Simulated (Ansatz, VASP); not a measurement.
**BN: VASP beside Ansatz**

```xyz
2
Lattice="0.0000 1.8053 1.8053 1.8053 0.0000 1.8053 1.8053 1.8053 0.0000" Properties=species:S:1:pos:R:3 pbc="T T T"
B     0.0000    0.0000    0.0000
N     0.9026    0.9026    0.9026
```

Alike in both runs: task single point; functional LDA; k mesh 12 × 12 × 12; occupations gaussian, width 0.01 eV; no spin polarisation.

|  | VASP | Ansatz |
| --- | --- | --- |
| version | VASP 6.6.1 | Ansatz 0.2.0 |
| potentials or method | VASP PAW LDA potentials, release 64 (B, N), cutoff 600 eV | scalar-relativistic, plane waves, PAW |
| valence electrons in the cell | 8 | 8 |

VASP gave:

- gap on the k mesh at the Fermi level (eV): 4.35
- least direct gap on the mesh (eV): 8.70

Which values does Ansatz return?

gap on the k mesh at the Fermi level (eV): 4.37; least direct gap on the mesh (eV): 8.71.

LDA's correlation is that of Perdew and Zunger in VASP and of Perdew and Wang (1992) in Ansatz.
